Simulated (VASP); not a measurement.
# Bi2TeSe2 (P1) in VASP: single point with r2SCAN

Aim: the single point of Bi2TeSe2 with r2SCAN.

Program: VASP 6.6.1. These are calculated values, not measurements. Logs are shortened: lines on timing, memory, paths and dates and some standing lists are left out, and cuts for length are marked.

## (1) The cell of the first run

The typed cell holds 10 atoms: a = 7.563 Å, b = 4.325 Å, c = 9.976 Å, α = 88.59°, β = 75.30°, γ = 88.85°.

## (2) Single point, r2SCAN

POSCAR reads:

```
Bi2TeSe2
1.0
    6.5114151800      3.8469394800      0.0037199000
   -2.1243720900      3.7670915900      0.0428482800
    2.1250466300      1.3709644800      9.6504885500
Bi Se Te
4 4 2
Direct
    0.0958267147      0.4992873826      0.2214290697
    0.5959751218      0.9993649634      0.2211604552
    0.4078939621      0.0217621936      0.7924078676
    0.9078636270      0.5215808234      0.7925802514
    0.2900751481      0.5278580996      0.6434778332
    0.7898675856      0.0278763156      0.6436236491
    0.2133861748     -0.0073966206      0.3701528928
    0.7135185899      0.4927312767      0.3701034819
    1.0017598020      1.0099907557      0.0068507999
    0.5016702739      0.5102578100      1.0068336992
```

INCAR.step1 reads:

```
PREC = Accurate ; ENCUT = 520
ISMEAR = 0 ; SIGMA = 0.0237
LREAL = False ; LASPH = True
NELM = 100 ; NBANDS = 59
GGA = PE ; ALGO = Normal
EDIFF = 1E-4 ; LWAVE = True
LCHARG = False
```

INCAR.step2 reads:

```
PREC = Accurate ; ENCUT = 520
EDIFF = 1E-6 ; ISMEAR = 0
SIGMA = 0.0237 ; LREAL = False
LASPH = True ; NELM = 100
ALGO = Normal ; ISIF = 2
LWAVE = False ; LCHARG = False
METAGGA = R2SCAN ; LMIXTAU = True
NBANDS = 59 ; ISTART = 1
```

KPOINTS reads:

```
Automatic mesh
0
Gamma
  3 4 2
  0.5 0 0
```

Potentials or basis: VASP PAW PBE potentials, release 64 (Bi_d, Se, Te).

Run with:

```
> cat potpaw_PBE.64/Bi_d/POTCAR potpaw_PBE.64/Se/POTCAR potpaw_PBE.64/Te/POTCAR > POTCAR
> cp INCAR.step1 INCAR
> mpirun -np 1 vasp_std > vasp.out
> cp INCAR.step2 INCAR
> mpirun -np 1 vasp_std > vasp.out
```

OUTCAR:

```text
PREC = Accurate
   ENCUT = 520
   EDIFF = 1E-6
   ISMEAR = 0
   LREAL = False
   LASPH = True
   NELM = 100
   ISIF = 2
   METAGGA = R2SCAN
   ISTART = 1

 ion  position               nearest neighbor table
   1  0.096  0.499  0.221-   7 2.87   8 2.90   7 2.91   9 3.23   9 3.26  10 3.27
   2  0.596  0.999  0.221-   8 2.87   7 2.90   8 2.91  10 3.23  10 3.26   9 3.27
   3  0.408  0.022  0.792-   5 2.87   6 2.89   5 2.91  10 3.23  10 3.26   9 3.27
   4  0.908  0.522  0.793-   6 2.87   5 2.90   6 2.91   9 3.23   9 3.25  10 3.27
   5  0.290  0.528  0.643-   3 2.87   4 2.90   3 2.91
   6  0.790  0.028  0.644-   4 2.87   3 2.89   4 2.91
   7  0.213  0.993  0.370-   1 2.87   2 2.90   1 2.91
   8  0.714  0.493  0.370-   2 2.87   1 2.90   2 2.91
   9  0.002  0.010  0.007-   4 3.23   1 3.23   4 3.25   1 3.26   2 3.27   3 3.27
  10  0.502  0.510  0.007-   2 3.23   3 3.23   3 3.26   2 3.26   1 3.27   4 3.27

  LATTYP: Found a triclinic cell.
 ALAT       =     4.3250169710
 B/A-ratio  =     2.6830431958
 C/A-ratio  =     2.7155999912
 COS(alpha) =     0.0060833058
 COS(beta)  =     0.3762038200
 COS(gamma) =     0.7585580018

  Lattice vectors:

 A1 = (   2.1243720900,  -3.7670915900,  -0.0428482800)
 A2 = (  -2.2626710000, -11.3811226600,  -0.0894164600)
 A3 = (   6.5107406400,  -1.2911165900,  -9.6896169300)

Analysis of symmetry for initial positions (statically):
=====================================================================
 Subroutine PRICEL returns:
 Original cell was already a primitive cell.

 Routine SETGRP: Setting up the symmetry group for a
 triclinic supercell.

 Subroutine GETGRP returns: Found  1 space group operations
 (whereof  1 operations were pure point group operations)
 out of a pool of  2 trial point group operations.

The static configuration has the point symmetry C_1 .

Analysis of symmetry for dynamics (positions and initial velocities):
=====================================================================
 Subroutine PRICEL returns:
 Original cell was already a primitive cell.

 Routine SETGRP: Setting up the symmetry group for a
 triclinic supercell.

 Subroutine GETGRP returns: Found  1 space group operations
 (whereof  1 operations were pure point group operations)
 out of a pool of  2 trial point group operations.

The dynamic configuration has the point symmetry C_1 .

 Subroutine INISYM returns: Found  1 space group operations
 (whereof  1 operations are pure point group operations),
[... 107 lines left out ...]
   ISIF   =      2    stress and relaxation
   ISYM   =      2    0-nonsym 1-usesym 2-fastsym
   POTIM  = 0.5000    time-step for ionic-motion
   TEBEG  =    0.0;   TEEND  =   0.0 temperature during run
   PSTRESS=    0.0 pullay stress
   NELECT =      96.0000    total number of electrons
   NUPDOWN=      -1.0000    fix difference up-down
   EMIN   =  10.00;   EMAX   =-10.00  energy-range for DOS
   EFERMI =   0.00;   METHOD = LEGACY
   ISMEAR =     0;   SIGMA  =   0.02  broadening in eV -4-tet -1-fermi 0-gaus
   EFERMI_NEDOS =   21; number of points for ismear=-14 and -15
   IALGO  =     38    algorithm
   IMIX   =      4    mixing-type and parameters
     AMIX     =   0.40;   BMIX     =  1.00
     AMIX_MAG =   1.60;   BMIX_MAG =  1.00
  volume/ion in A,a.u.               =      31.55       212.92
  Fermi-wavevector in a.u.,A,eV,Ry     =   1.101100  2.080777 16.495983  1.212421
  Thomas-Fermi vector in A             =   2.237522
   LORBIT       =      0    0 simple, 1 ext, 2 COOP (PROOUT), +10 PAW based schemes
   METAGGA = R2SCAN    functional components
   LHFCALC =     F    Hartree Fock is set to
   AEXX    =    0.0000 exact exchange contribution
   IVDW    =     0    specifies the selected vdW correction
   LEPSILON=     F    determine dielectric tensor
   LRPA    =     F    only Hartree local field effects (RPA)
 non-spin polarized calculation
 Gauss-broadening in eV      SIGMA  =   0.02
  energy-cutoff  :      520.00
  volume of cell :      315.51
 maximum number of plane-waves:      8526
   NGX = 29   NGY = 17   NGZ = 37

 number of electron      96.0000004 magnetization

 Free energy of the ion-electron system (eV)
  ---------------------------------------------------
  ext. energy  EPLUGINS =         0.00000000
  ---------------------------------------------------
  free energy    TOTEN  =      -345.38239324 eV

  energy without entropy =     -345.38239324  energy(sigma->0) =     -345.38239324

 E-fermi :   4.4719     XC(G=0):  -9.7419

 val. band max:        4.3595326257   @ k =   0.5000   0.0000   0.5000
 cond. band min:       5.5854538479   @ k =   0.5000   0.5000  -0.0000
 fundamental gap:      1.2259212222
 Fermi energy:         4.4718693369

 k-point     1 :       0.1667    0.0000   -0.0000
  band No.  band energies     occupation
      1     -19.1976      2.00000
      2     -19.1947      2.00000
      3     -19.1855      2.00000
      4     -19.1836      2.00000
      5     -19.1798      2.00000
      6     -19.1779      2.00000
[... 857 lines left out ...]
     58       8.4733      0.00000
     59       8.8132      0.00000

------------------------ aborting loop because EDIFF is reached ----------------------------------------

  FORCE on cell =-STRESS in cart. coord.  units (eV):
  Direction    XX          YY          ZZ          XY          YZ          ZX
  --------------------------------------------------------------------------------------
  -------------------------------------------------------------------------------------
  Total       -0.8275478     -2.9179148      2.2153562     -1.2007243     -0.8989070      1.1204609
  in kB       -4.2023083    -14.8172431     11.2496332     -6.0973078     -4.5646720      5.6897281
  external PRESSURE =      -2.5899727 kB  Pullay stress =       0.0000000 kB

 VOLUME and BASIS-vectors are now :
 -----------------------------------------------------------------------------
  energy-cutoff  :      520.00
  volume of cell :      315.51
      direct lattice vectors                 reciprocal lattice vectors
     6.511415180  3.846939480  0.003719900     0.115036954  0.065266259 -0.034603079
    -2.124372090  3.767091590  0.042848280    -0.117649264  0.199138060 -0.002383406
     2.125046630  1.370964480  9.650488550     0.000478022 -0.000909333  0.103645617

 POSITION                                       TOTAL-FORCE (eV/Angst)
 -----------------------------------------------------------------------------------
      0.03384      2.55307      2.15865        -0.001075     -0.001435     -0.013741
      2.22759      6.36058      2.17934        -0.000895     -0.001150     -0.009361
      4.29364      2.73749      7.64957         0.000474     -0.001505      0.006684
      6.48772      6.54394      7.67451        -0.002000     -0.000835      0.005569
      2.13485      3.98658      6.23357        -0.002197      0.002069     -0.010346
      6.45167      4.02597      6.21542         0.002981      0.002726     -0.012947
      0.06738      5.06758      3.61548         0.004598      0.000493      0.015816
      4.38576      5.10843      3.59545         0.000545     -0.002202      0.015012
      0.00479      0.05380      0.06655        -0.003895      0.001016      0.001835
      2.19713      3.86145      0.08968         0.001465      0.000822      0.001480
 -----------------------------------------------------------------------------------
    total drift:                               -0.001582     -0.000605      0.000071

  FREE ENERGIE OF THE ION-ELECTRON SYSTEM (eV)
  ---------------------------------------------------
  free  energy   TOTEN  =      -345.3823932400 eV

  energy  without entropy=     -345.3823932400  energy(sigma->0) =     -345.38239324
```

OUTCAR.step1:

```text
PREC = Accurate
   ENCUT = 520
   ISMEAR = 0
   LREAL = False
   LASPH = True
[... 1111 lines left out ...]
      0.06738      5.06758      3.61548         0.019749     -0.018030      0.185742
      4.38576      5.10843      3.59545         0.014849     -0.021198      0.185056
      0.00479      0.05380      0.06655        -0.003002      0.001713      0.001912
      2.19713      3.86145      0.08968         0.000974      0.001094      0.001421
 -----------------------------------------------------------------------------------
    total drift:                               -0.001330     -0.000410     -0.000043

  FREE ENERGIE OF THE ION-ELECTRON SYSTEM (eV)
  ---------------------------------------------------
  free  energy   TOTEN  =       -38.8462237220 eV

  energy  without entropy=      -38.8462237220  energy(sigma->0) =      -38.84622372
```

Run time: 7.8 min. Hardware: 1 thread of Intel Xeon 6975P-C (Granite Rapids), shared host; peak memory 0.52 GiB.

Results:

```yaml
Free_energy: -345.3824 eV
Pressure: -0.3 GPa
Largest_force: 0.016 eV/Å
Band_gap_on_the_k_mesh: 1.23 eV
```

Forces in eV/Å, atoms in the order of the input:
```
Bi  -0.001 -0.001 -0.014
Bi  -0.001 -0.001 -0.009
Bi   0.000 -0.002  0.007
Bi  -0.002 -0.001  0.006
Se  -0.002  0.002 -0.010
Se   0.003  0.003 -0.013
Se   0.005  0.000  0.016
Se   0.001 -0.002  0.015
Te  -0.004  0.001  0.002
Te   0.001  0.001  0.001
```

Stress tensor (GPa, compression positive):
```
-0.42 -0.61  0.57
-0.61 -1.48 -0.46
 0.57 -0.46  1.12
```

Caveat: the PAW data sets were made with another functional, which shifts forces and pressure a little; spin-orbit coupling is left out, which moves the levels of the heavy elements; a shifted mesh leaves out Γ, where band edges can lie. A k mesh can miss the band edges.
